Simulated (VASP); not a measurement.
# BN (F-43m) in VASP: a series of runs

The runs below take BN through single point, with PBE.

All numbers are computed with VASP 6.6.1; they aren't measurements. Logs are shortened: lines on timing, memory, paths and dates and some standing lists are left out, and cuts for length are marked.

## (1) The cell of the first run

The structure is cubic, space group F-43m (No. 216). The conventional cell has a = 3.626 Å, b = 3.626 Å, c = 3.626 Å, α = 90.00°, β = 90.00°, γ = 90.00°. B (site symmetry -43m) has 4 N at 1.57 Å within 2.1 Å. N (site symmetry -43m) has 4 B at 1.57 Å within 2.1 Å.

## (2) Single point, PBE (volume scaled by 1.000 of the coarse rest volume)

The input, INCAR:

```
SYSTEM = BN
PREC = Accurate ; ENCUT = 520
EDIFF = 1E-6 ; ISMEAR = 0
SIGMA = 0.02 ; LREAL = .FALSE.
LASPH = .TRUE. ; NELM = 60
ALGO = Normal ; ISIF = 2
LWAVE = .FALSE. ; LCHARG = .FALSE.
GGA = PE ; NBANDS = 11
```

The input, KPOINTS:

```
Automatic mesh
0
G
  8 8 8
  0 0 0
```

The input, POSCAR:

```
BN
1.0
    0.0000000000      1.8131000000      1.8131000000
    1.8131000000      0.0000000000      1.8131000000
    1.8131000000      1.8131000000      0.0000000000
B N
1 1
Direct
    0.0000000000      0.0000000000      0.0000000000
    0.2500000000      0.2500000000      0.2500000000
```

Potentials or basis: VASP PAW PBE potentials, release 64 (B, N).

Started as:

```console
$ cat potpaw_PBE.64/B/POTCAR potpaw_PBE.64/N/POTCAR > POTCAR
$ mpirun -np 1 vasp_std > vasp.out
```

OUTCAR:

```text
SYSTEM = BN
   PREC = Accurate
   ENCUT = 520
   EDIFF = 1E-6
   ISMEAR = 0
   LREAL = .FALSE.
   LASPH = .TRUE.
   NELM = 60
   ISIF = 2
   GGA = PE

 ion  position               nearest neighbor table
   1  0.000  0.000  0.000-   2 1.57   2 1.57   2 1.57   2 1.57
   2  0.250  0.250  0.250-   1 1.57   1 1.57   1 1.57   1 1.57

  LATTYP: Found a face centered cubic cell.
 ALAT       =     3.6262000000

  Lattice vectors:

 A1 = (   0.0000000000,   1.8131000000,   1.8131000000)
 A2 = (   1.8131000000,   0.0000000000,   1.8131000000)
 A3 = (   1.8131000000,   1.8131000000,   0.0000000000)

Analysis of symmetry for initial positions (statically):
=====================================================================
 Subroutine PRICEL returns:
 Original cell was already a primitive cell.

 Routine SETGRP: Setting up the symmetry group for a
 face centered cubic supercell.

 Subroutine GETGRP returns: Found 24 space group operations
 (whereof 24 operations were pure point group operations)
 out of a pool of 48 trial point group operations.

The static configuration has the point symmetry T_d .

Analysis of symmetry for dynamics (positions and initial velocities):
=====================================================================
 Subroutine PRICEL returns:
 Original cell was already a primitive cell.

 Routine SETGRP: Setting up the symmetry group for a
 face centered cubic supercell.

 Subroutine GETGRP returns: Found 24 space group operations
 (whereof 24 operations were pure point group operations)
 out of a pool of 48 trial point group operations.

The dynamic configuration has the point symmetry T_d .

 Subroutine INISYM returns: Found 24 space group operations
 (whereof 24 operations are pure point group operations),
 and found     1 'primitive' translations

----------------------------------------------------------------------------------------

                                     Primitive cell

  volume of cell :      11.9205

  direct lattice vectors                    reciprocal lattice vectors
     0.000000000  1.813100000  1.813100000    -0.275770779  0.275770779  0.275770779
     1.813100000  0.000000000  1.813100000     0.275770779 -0.275770779  0.275770779
     1.813100000  1.813100000  0.000000000     0.275770779  0.275770779 -0.275770779

  length of vectors
     2.564110610  2.564110610  2.564110610     0.477649001  0.477649001  0.477649001

  position of ions in fractional coordinates (direct lattice)
     0.000000000  0.000000000  0.000000000
     0.250000000  0.250000000  0.250000000

  ion indices of the primitive-cell ions
[... 79 lines left out ...]
   IBRION =     -1    ionic relax: 0-MD 1-quasi-New 2-CG
   NFREE  =      0    steps in history (QN), initial steepest desc. (CG)
   ISIF   =      2    stress and relaxation
   ISYM   =      2    0-nonsym 1-usesym 2-fastsym
   POTIM  = 0.5000    time-step for ionic-motion
   TEBEG  =    0.0;   TEEND  =   0.0 temperature during run
   PSTRESS=    0.0 pullay stress
   NELECT =       8.0000    total number of electrons
   NUPDOWN=      -1.0000    fix difference up-down
   EMIN   =  10.00;   EMAX   =-10.00  energy-range for DOS
   EFERMI =   0.00;   METHOD = LEGACY
   ISMEAR =     0;   SIGMA  =   0.02  broadening in eV -4-tet -1-fermi 0-gaus
   EFERMI_NEDOS =   21; number of points for ismear=-14 and -15
   IALGO  =     38    algorithm
   IMIX   =      4    mixing-type and parameters
     AMIX     =   0.40;   BMIX     =  1.00
     AMIX_MAG =   1.60;   BMIX_MAG =  1.00
  volume/ion in A,a.u.               =       5.96        40.22
  Fermi-wavevector in a.u.,A,eV,Ry     =   1.433309  2.708561 27.951453  2.054374
  Thomas-Fermi vector in A             =   2.552841
   LORBIT       =      0    0 simple, 1 ext, 2 COOP (PROOUT), +10 PAW based schemes
   GGA     = PE    functional components
   LHFCALC =     F    Hartree Fock is set to
   AEXX    =    0.0000 exact exchange contribution
   IVDW    =     0    specifies the selected vdW correction
   LEPSILON=     F    determine dielectric tensor
   LRPA    =     F    only Hartree local field effects (RPA)
 non-spin polarized calculation
 Gauss-broadening in eV      SIGMA  =   0.02
  energy-cutoff  :      520.00
  volume of cell :       11.92
 maximum number of plane-waves:       332
   NGX =  9   NGY =  9   NGZ =  9

 number of electron       7.9999999 magnetization

 Free energy of the ion-electron system (eV)
  ---------------------------------------------------
  ext. energy  EPLUGINS =         0.00000000
  ---------------------------------------------------
  free energy    TOTEN  =       -17.45074100 eV

  energy without entropy =      -17.45074100  energy(sigma->0) =      -17.45074100

 E-fermi :   7.5094     XC(G=0): -12.7762

 val. band max:        7.2893087352   @ k =   0.0000   0.0000   0.0000
 cond. band min:      11.7385900737   @ k =   0.5000   0.5000   0.0000
 fundamental gap:      4.4492813385
 Fermi energy:         7.5093506033

 k-point     1 :       0.0000    0.0000    0.0000
  band No.  band energies     occupation
      1     -12.8363      2.00000
      2       7.2893      2.00000
      3       7.2893      2.00000
      4       7.2893      2.00000
      5      16.0648      0.00000
      6      16.0648      0.00000
      7      16.0648      0.00000
      8      17.4880      0.00000
      9      31.8674      0.00000
     10      34.9447      0.00000
     11      34.9447      0.00000
[... 309 lines left out ...]
 k-point    24 :      -0.3750    0.2500    0.1250
  band No.  band energies     occupation
      1      -7.9678      2.00000
      2      -2.3283      2.00000
      3       2.4985      2.00000
      4       3.8723      2.00000
      5      16.8419      0.00000
      6      18.3771      0.00000
      7      21.5391      0.00000
      8      22.9424      0.00000
      9      26.6551      0.00000
     10      32.9717      0.00000
     11      34.6198      0.00000

 [... further k-points ...]
[... 5 lines left out ...]
  --------------------------------------------------------------------------------------
  -------------------------------------------------------------------------------------
  Total       -0.0163083     -0.0163083     -0.0163083     -0.0000000      0.0000000      0.0000000
  in kB       -2.1919123     -2.1919123     -2.1919123     -0.0000000      0.0000000      0.0000000
  external PRESSURE =      -2.1919123 kB  Pullay stress =       0.0000000 kB

 VOLUME and BASIS-vectors are now :
 -----------------------------------------------------------------------------
  energy-cutoff  :      520.00
  volume of cell :       11.92
      direct lattice vectors                 reciprocal lattice vectors
     0.000000000  1.813100000  1.813100000    -0.275770779  0.275770779  0.275770779
     1.813100000  0.000000000  1.813100000     0.275770779 -0.275770779  0.275770779
     1.813100000  1.813100000  0.000000000     0.275770779  0.275770779 -0.275770779

 POSITION                                       TOTAL-FORCE (eV/Angst)
 -----------------------------------------------------------------------------------
      0.00000      0.00000      0.00000         0.000000      0.000000      0.000000
      0.90655      0.90655      0.90655        -0.000000     -0.000000     -0.000000
 -----------------------------------------------------------------------------------
    total drift:                                0.000000      0.000000      0.000000

  FREE ENERGIE OF THE ION-ELECTRON SYSTEM (eV)
  ---------------------------------------------------
  free  energy   TOTEN  =       -17.4507410012 eV

  energy  without entropy=      -17.4507410012  energy(sigma->0) =      -17.45074100
```

Wall time 2.1 s (1 thread of Intel Xeon 6975P-C (Granite Rapids), shared host); peak memory 0.11 GiB.

What came out:

* Free energy: -17.4507 eV
* Pressure: -0.2 GPa
* Band gap on the k mesh: 4.45 eV, indirect (least direct gap 8.78 eV)

Caveat: the cell differs from its parent crystal (volume scaled by 1.000 of the coarse rest volume). A k mesh can miss the band edges.

## (3) Single point, PBE

This run uses another cell than the first one, of 7.84 Å³/atom, 1.316 times its volume.

The input, INCAR:

```
PREC = Accurate
ENCUT = 520
EDIFF = 1E-6
ISMEAR = 0
SIGMA = 0.05
LREAL = False
LASPH = True
NELM = 60
ALGO = Normal
ISIF = 2
LWAVE = False
LCHARG = False
GGA = PE
NBANDS = 11
```

The input, KPOINTS:

```
regular mesh
0
Gamma
  8 8 8
```

The input, POSCAR:

```
BN
1.0
    0.0000000000      1.9866622763      1.9866622763
    1.9866622763      0.0000000000      1.9866622763
    1.9866622763      1.9866622763      0.0000000000
B N
1 1
Direct
    0.0000000000      0.0000000000      0.0000000000
    0.2500000000      0.2500000000      0.2500000000
```

Potentials or basis: VASP PAW PBE potentials, release 64 (B, N).

Started as:

```console
$ cat potpaw_PBE.64/B/POTCAR potpaw_PBE.64/N/POTCAR > POTCAR
$ mpirun -np 1 vasp_std > vasp.out
```

OUTCAR:

```text
PREC = Accurate
   ENCUT = 520
   EDIFF = 1E-6
   ISMEAR = 0
   LREAL = False
   LASPH = True
   NELM = 60
   ISIF = 2
   GGA = PE

 ion  position               nearest neighbor table
   1  0.000  0.000  0.000-   2 1.72   2 1.72   2 1.72   2 1.72
   2  0.250  0.250  0.250-   1 1.72   1 1.72   1 1.72   1 1.72

  LATTYP: Found a face centered cubic cell.
 ALAT       =     3.9733245526

  Lattice vectors:

 A1 = (   0.0000000000,   1.9866622763,   1.9866622763)
 A2 = (   1.9866622763,   0.0000000000,   1.9866622763)
[... 514 lines left out ...]
      7      15.3595      0.00000
      8      16.6502      0.00000
      9      21.1346      0.00000
     10      25.5554      0.00000
     11      27.6882      0.00000

 [... further k-points ...]
[... 5 lines left out ...]
  --------------------------------------------------------------------------------------
  -------------------------------------------------------------------------------------
  Total       -5.9740308     -5.9740308     -5.9740308      0.0000000      0.0000000      0.0000000
  in kB     -610.3457281   -610.3457281   -610.3457281      0.0000000      0.0000000      0.0000000
  external PRESSURE =    -610.3457281 kB  Pullay stress =       0.0000000 kB

 VOLUME and BASIS-vectors are now :
 -----------------------------------------------------------------------------
  energy-cutoff  :      520.00
  volume of cell :       15.68
      direct lattice vectors                 reciprocal lattice vectors
     0.000000000  1.986662276  1.986662276    -0.251678409  0.251678409  0.251678409
     1.986662276  0.000000000  1.986662276     0.251678409 -0.251678409  0.251678409
     1.986662276  1.986662276  0.000000000     0.251678409  0.251678409 -0.251678409

 POSITION                                       TOTAL-FORCE (eV/Angst)
 -----------------------------------------------------------------------------------
      0.00000      0.00000      0.00000        -0.000000     -0.000000     -0.000000
      0.99333      0.99333      0.99333         0.000000      0.000000      0.000000
 -----------------------------------------------------------------------------------
    total drift:                                0.000000      0.000000      0.000000

  FREE ENERGIE OF THE ION-ELECTRON SYSTEM (eV)
  ---------------------------------------------------
  free  energy   TOTEN  =       -16.5610034166 eV

  energy  without entropy=      -16.5610034166  energy(sigma->0) =      -16.56100342
```

Wall time 2.3 s (1 thread of Intel Xeon 6975P-C (Granite Rapids), shared host); peak memory 0.12 GiB.

Results:

| Property | Result |
| --- | --- |
| Free energy | -16.5610 eV |
| Pressure | -61.0 GPa |
| Band gap on the k mesh | 4.10 eV, indirect (least direct gap 6.13 eV) |

Levels at points of the mesh, in eV from the valence-band top:
```tsv
k point	band 1	band 2	band 3	band 4	band 5	band 6	band 7	band 8	band 9
(0.00, 0.00, 0.00)	-17.36	0.00	0.00	0.00	6.13	7.49	7.49	7.49	19.89
(0.50, 0.00, 0.00)	-14.37	-8.38	-1.47	-1.47	6.76	9.13	9.13	12.37	19.96
(0.50, 0.50, 0.00)	-13.37	-7.30	-3.67	-3.67	4.10	7.56	13.95	13.95	16.68
```

A k mesh can miss the band edges. As with any semilocal functional, this PBE gap is likely too small.

## (4) Single point, PBE

This run uses another cell than the first one, of 6.27 Å³/atom, 1.052 times its volume.

The input, INCAR:

```
  PREC = Accurate
  ENCUT = 600
  EDIFF = 1E-6
  ISMEAR = 0
  SIGMA = 0.05
  LREAL = F
  LASPH = T
  NELM = 120
  ALGO = Normal
  ISIF = 2
  LWAVE = F
  LCHARG = F
  GGA = PE
  NBANDS = 11
  GGA_COMPAT = F
```

KPOINTS is that of step 3.

The input, POSCAR:

```
BN
1.0
    0.0000000000      1.8442538875      1.8442538875
    1.8442538875      0.0000000000      1.8442538875
    1.8442538875      1.8442538875      0.0000000000
B N
1 1
Direct
    0.0000000000      0.0000000000      0.0000000000
    0.2500000000      0.2500000000      0.2500000000
```

Started as:

```console
$ cat potpaw_PBE.64/B/POTCAR potpaw_PBE.64/N/POTCAR > POTCAR
$ mpirun -np 1 vasp_std > vasp.out
```

It took 8.5 s on 1 thread of Intel Xeon 8259CL, shared host; peak memory 0.13 GiB.

It converged, with:

* Free energy: -17.4190 eV
* Pressure: -17.8 GPa
* Band gap on the k mesh: 4.39 eV, indirect (least direct gap 8.53 eV)

Levels at points of the mesh, in eV from the valence-band top:
| k point | band 1 | band 2 | band 3 | band 4 | band 5 | band 6 | band 7 | band 8 |
| --- | --- | --- | --- | --- | --- | --- | --- | --- |
| (0.00, 0.00, 0.00) | -19.56 | 0.00 | 0.00 | 0.00 | 8.53 | 8.53 | 8.53 | 9.38 |
| (0.50, 0.00, 0.00) | -15.63 | -10.15 | -1.83 | -1.83 | 9.37 | 10.37 | 10.37 | 14.64 |
| (0.50, 0.50, 0.00) | -14.34 | -8.53 | -4.62 | -4.62 | 4.39 | 8.89 | 17.01 | 17.01 |

A k mesh can miss the band edges. As with any semilocal functional, this PBE gap is likely too small.

## (5) Summary

| cell | cutoff (eV) | smearing | gap on the mesh (eV) | pressure (GPa) |
| --- | --- | --- | --- | --- |
| a = 2.564 Å, angles 60.0°, 2 atoms | 520 | gaussian 0.02 eV | 4.45 | -0.2 |
| a = 2.810 Å, angles 60.0°, 2 atoms | 520 | gaussian 0.05 eV | 4.10 | -61.0 |
| a = 2.608 Å, angles 60.0°, 2 atoms | 600 | gaussian 0.05 eV | 4.39 | -17.8 |

Alike in all rows: task single point; level PBE; potentials or basis VASP PAW PBE potentials, release 64 (B, N); no spin polarisation; k mesh 8 × 8 × 8.

Total energies depend on the potentials used, so only differences within one code and one set of settings carry meaning.
